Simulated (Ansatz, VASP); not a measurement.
Two plane-wave programs on CdTe

```
Cd Te
1.0
     0.00000    3.10885    3.20500
     3.10885    0.00000    3.20500
     3.10885    3.10885    0.00000
Cd Te
1 1
Cartesian
  0.0000 0.0000 0.0000
  4.6633 4.6633 4.8075
```

Change from the starting cell: strain -0.030 along x and y, +0.000 along z, atoms carried along.

Alike in both runs: task single point; functional PBEsol; k mesh 8 × 8 × 8; occupations gaussian, width 0.05 eV; no spin polarisation.

```csv
,VASP,Ansatz
version,VASP 6.6.1,Ansatz 0.2.0
potentials or method,"VASP PAW PBE potentials, release 64 (Cd, Te), cutoff 520 eV","scalar-relativistic, plane waves, PAW"
valence electrons in the cell,18,36
```

|  | VASP | Ansatz | Ansatz less VASP |
| --- | --- | --- | --- |
| gap on the k mesh at the Fermi level (eV) | 0.91 | 0.90 | -0.007 |
| least direct gap on the mesh (eV) | 0.91 | 0.90 | -0.007 |
| pressure (GPa) | 5.3 | 5.1 | -0.24 |
| traceless stress, the component that is largest in VASP (GPa) | -0.28 | -0.28 | -0.002 |

VASP's potentials were made for PBE, not for PBEsol. With one functional, cell and mesh, what is left measures potentials, basis and numerics. VASP's potentials hold 18 valence electrons a cell and Ansatz's 36, so a difference there can come from the potentials and not from the codes.

Spin-orbit coupling is off throughout.
